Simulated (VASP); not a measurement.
Set up this calculation in VASP 6.6.1, as the native input.

```
Task                   : single point
Functional             : r2SCAN
Potentials or basis    : VASP PAW PBE potentials, release 64 (B)
Cutoff                 : 520 eV
k mesh                 : 36 × 36 × 14
Occupations            : gaussian, width 0.15 eV
Spin                   : no spin polarisation
Dipole correction      : no
Further INCAR settings : ALGO = Normal; EDIFF = 1e-06; NBANDS = 8
```

B:

```
B
1.0
     1.67497    0.00000    0.00000
    -0.83749    1.45057    0.00000
     0.00000    0.00000    3.75562
B
1
Direct
  0.00000 0.00000 0.00000
```

This cell differs from its parent crystal: ratio of the length along z to the lengths across it x 1.05, volume and fractional coordinates fixed.

One way to write it, as run:

POSCAR

```
B
1.0
    1.6749701673      0.0000000000      0.0000000000
   -0.8374850836      1.4505667154      0.0000000000
    0.0000000000      0.0000000000      3.7556155794
B
1
Direct
    0.0000000000      0.0000000000      0.0000000000
```

INCAR.step1

```
PREC = Accurate
ENCUT = 520
ISMEAR = 0
SIGMA = 0.15
LREAL = F
LASPH = T
NELM = 60
NBANDS = 8
GGA = PE
ALGO = Normal
EDIFF = 1E-4
LWAVE = T
LCHARG = F
```

INCAR.step2

```
PREC = Accurate
ENCUT = 520
EDIFF = 1E-6
ISMEAR = 0
SIGMA = 0.15
LREAL = F
LASPH = T
NELM = 60
ALGO = Normal
ISIF = 2
LWAVE = F
LCHARG = T
METAGGA = R2SCAN
LMIXTAU = T
LELF = T
LVHAR = T
NBANDS = 8
ISTART = 1
```

KPOINTS

```
Automatic mesh
0
Gamma
  36 36 14
```

Potentials or basis: VASP PAW PBE potentials, release 64 (B).

The run is started by

```console
$ cat potpaw_PBE.64/B/POTCAR > POTCAR
$ cp INCAR.step1 INCAR
$ mpirun -np 1 vasp_std > vasp.out
$ cp INCAR.step2 INCAR
$ mpirun -np 1 vasp_std > vasp.out
```

It gave:

```yaml
Pressure: 10.9 GPa
```

Caveat: the PAW data sets were made with another functional, which shifts forces and pressure a little.

Run time: 2.1 min on 1 thread of Intel Xeon 6975P-C, with other jobs on the host, peak memory 0.17 GiB.
